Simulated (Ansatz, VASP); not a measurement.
CdSe in VASP and in Ansatz

INCAR

```
SYSTEM = CdSe
PREC = Accurate
ENCUT = 520
EDIFF = 1E-6
ISMEAR = -1
SIGMA = 0.01
LREAL = .False.
LASPH = .True.
NELM = 150
ALGO = Normal
ISIF = 2
LWAVE = .False.
LCHARG = .False.
MAGMOM = 0 0 0 0 0 0 0 0 0 0 0 0
LORBIT = 11
LSORBIT = .True.
GGA_COMPAT = .False.
LORBMOM = .True.
GGA = PS
NBANDS = 50
```

The input KPOINTS:

```
regular mesh
0
Gamma
  6 6 4
  0 0 0
```

Contents of POSCAR:

```
CdSe
1.0
    4.3663328084      0.0000000000      0.0000000000
   -2.1831664042      3.7813551335      0.0000000000
    0.0000000000      0.0000000000      7.1195710566
Cd Se
2 2
Direct
    0.3333333333      0.6666666667      0.0045112659
    0.6666666667      0.3333333333      0.5045112659
    0.3333333333      0.6666666667      0.3804887341
    0.6666666667      0.3333333333      0.8804887341
```

Input for Ansatz:

```yaml
crystal:
  lattice:
    - [4.36633280844, 0.0, 0.0]
    - [-2.18316640422, 3.78135513348, 0.0]
    - [0.0, 0.0, 7.11957105664]
  atoms:
    - { symbol: Cd, position: [0.333333333333, 0.666666666667, 0.004511265874] }
    - { symbol: Cd, position: [0.666666666667, 0.333333333333, 0.504511265874] }
    - { symbol: Se, position: [0.333333333333, 0.666666666667, 0.380488734126] }
    - { symbol: Se, position: [0.666666666667, 0.333333333333, 0.880488734126] }
kpoints:
  mp_grid: { grid: [6, 6, 4] }
scf:
  occupations: { method: fermi_dirac, width: 0.01 }
  convergence: { dr2_threshold: 1.0e-10 }
hamiltonian:
  xc: pbesol
  pseudopotentials: { kind: all_electron, lapw: { basis_error: 0.0005 } }
magnetization:
  noncollinear: true
  spin_orbit: true
output:
  forces: true
  stress: true
  eigenstates:
    kpoints:
      - [0.0, 0.0, 0.0]
      - [0.0, 0.0, -0.5]
      - [-0.5, 0.0, 0.0]
      - [-0.5, 0.5, 0.0]
      - [0.0, -0.5, 0.0]
      - [-0.5, 0.0, -0.5]
      - [-0.5, 0.5, -0.5]
      - [0.0, -0.5, -0.5]
  eigenvalues: true
```

Alike in both runs: task single point; functional PBEsol; k mesh 6 × 6 × 4; occupations fermi-dirac, width 0.01 eV; non-collinear spin, spin-orbit coupling.

```csv
,VASP,Ansatz
version,VASP 6.6.1,Ansatz 0.2.0
potentials or method,"VASP PAW PBE potentials, release 64 (Cd, Se), cutoff 520 eV",all-electron LAPW
```

Ansatz gave:

```
pressure (GPa)           : -2.1
net moment per atom (μB) : 0.00
```

Q: What did VASP give for the same quantities?

A: Pressure (GPa): -1.8; net moment per atom (μB): 0.00.

VASP's potentials were made for PBE, not for PBEsol. Ansatz ran all-electron here, and VASP with PAW potentials.
